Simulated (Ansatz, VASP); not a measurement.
# One calculation of ZnSe, two programs

POSCAR

```
ZnSe
1.0
    0.0000000000      2.8726240025      2.7577190424
    2.8726240025      0.0000000000      2.7577190424
    2.8726240025      2.8726240025      0.0000000000
Zn Se
1 1
Direct
    0.0000000000      0.0000000000      0.0000000000
    0.7500000000      0.7500000000      0.7500000000
```

The input INCAR.step1:

```
ALGO     = Normal         # electronic algorithm
EDIFF    = 1E-4           # SCF threshold, eV
ENCUT    = 520            # plane-wave cutoff, eV
GGA      = PE             # functional
ISMEAR   = 0              # smearing method
LASPH    = T              # aspherical terms in the spheres
LCHARG   = F              # write CHGCAR
LREAL    = F              # projectors in reciprocal space
LWAVE    = T              # write WAVECAR
NBANDS   = 16             # bands
NELM     = 60             # most SCF steps
PREC     = Accurate       # precision mode
SIGMA    = 0.05           # smearing width, eV
```

File INCAR.step2:

```
ALGO     = Normal         # electronic algorithm
EDIFF    = 1E-7           # SCF threshold, eV
ENCUT    = 520            # plane-wave cutoff, eV
ISIF     = 2              # what is computed and relaxed
ISMEAR   = 0              # smearing method
ISTART   = 1            
LASPH    = T              # aspherical terms in the spheres
LCHARG   = F              # write CHGCAR
LMIXTAU  = T            
LREAL    = F              # projectors in reciprocal space
LWAVE    = F              # write WAVECAR
METAGGA  = R2SCAN         # meta-GGA
NBANDS   = 16             # bands
NELM     = 60             # most SCF steps
PREC     = Accurate       # precision mode
SIGMA    = 0.05           # smearing width, eV
```

The input KPOINTS:

```
k-points
0
Gamma
  10 10 10
```

Input for Ansatz:

```yaml
crystal:
  lattice:
    - [0.0, 2.8726240025, 2.7577190424]
    - [2.8726240025, 0.0, 2.7577190424]
    - [2.8726240025, 2.8726240025, 0.0]
  atoms:
    - { symbol: Zn, position: [0.0, 0.0, 0.0] }
    - { symbol: Se, position: [0.75, 0.75, 0.75] }
basis:
  ecutwfc: 500
kpoints:
  mp_grid: { grid: [10, 10, 10] }
hamiltonian:
  xc: r2scan
scf:
  occupations: { method: gaussian, width: 0.05 }
output:
  forces: true
  stress: true
  eigenvalues: true
```

Alike in both runs: task single point; functional r2SCAN; k mesh 10 × 10 × 10; occupations gaussian, width 0.05 eV; no spin polarisation.

|  | VASP | Ansatz |
| --- | --- | --- |
| version | VASP 6.6.1 | Ansatz 0.2.0 |
| potentials or method | VASP PAW PBE potentials, release 64 (Zn, Se), cutoff 520 eV | scalar-relativistic, plane waves, PAW |
| valence electrons in the cell | 18 | 28 |

```csv
,VASP,Ansatz,Ansatz less VASP
gap on the k mesh at the Fermi level (eV),1.77,1.76,-0.004
least direct gap on the mesh (eV),1.77,1.76,-0.004
pressure (GPa),0.0,-0.1,-0.09
"traceless stress, the component that is largest in VASP (GPa)",0.96,0.94,-0.026
```

VASP's potentials were made for PBE, not for r2SCAN. VASP's potentials hold 18 valence electrons a cell and Ansatz's 28, so a difference there can come from the potentials and not from the codes.
